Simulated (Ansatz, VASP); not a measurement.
**One calculation of GaAs, two programs**

INCAR

```
PREC = Accurate
ENCUT = 520
EDIFF = 1E-7
ISMEAR = -1
SIGMA = 0.02
LREAL = F
LASPH = T
NELM = 80
ALGO = Normal
ISIF = 2
LWAVE = F
LCHARG = F
GGA = PE
NBANDS = 16
```

The input KPOINTS:

```
regular mesh
0
Gamma
  8 8 8
```

The input POSCAR:

```
GaAs
1.0
    0.0000000000      2.8330831910      2.8330831910
    2.8330831910      0.0000000000      2.8330831910
    2.8330831910      2.8330831910      0.0000000000
Ga As
1 1
Direct
    0.0000000000      0.0000000000      0.0000000000
    0.2500000000      0.2500000000      0.2500000000
```

Input for Ansatz:

```yaml
crystal:
  lattice:
    - [0.0, 2.833083191, 2.833083191]
    - [2.833083191, 0.0, 2.833083191]
    - [2.833083191, 2.833083191, 0.0]
  atoms:
    - { symbol: Ga, position: [0.0, 0.0, 0.0] }
    - { symbol: As, position: [0.25, 0.25, 0.25] }
kpoints:
  mp_grid: { grid: [8, 8, 8] }
  band_path:
    path:
      - [0.0, 0.0, 0.0]
      - [-0.5, -0.5, 0.0]
      - [-0.375, -0.375, 0.25]
      - [-0.375, 0.0, 0.375]
      - [0.0, 0.0, 0.5]
      - [-0.5, -0.25, 0.25]
    npoints: 1
hamiltonian:
  xc: pbe
scf:
  occupations: { method: fermi_dirac, width: 0.02 }
  n_extra_bands: 4
output:
  forces: true
  stress: true
  eigenvalues: true
```

Alike in both runs: task single point; functional PBE; k mesh 8 × 8 × 8; occupations fermi-dirac, width 0.02 eV; no spin polarisation.

|  | VASP | Ansatz |
| --- | --- | --- |
| version | VASP 6.6.1 | Ansatz 0.2.0 |
| potentials or method | VASP PAW PBE potentials, release 64 (Ga_d, As) | plane waves, PAW |
| plane-wave cutoff (eV) | 520 | 420 |
| valence electrons in the cell | 18 | 28 |

```csv
,VASP,Ansatz,Ansatz less VASP
pressure (GPa),3.0,2.8,-0.19
```

VASP's potentials hold 18 valence electrons a cell and Ansatz's 28, so a difference there can come from the potentials and not from the codes.
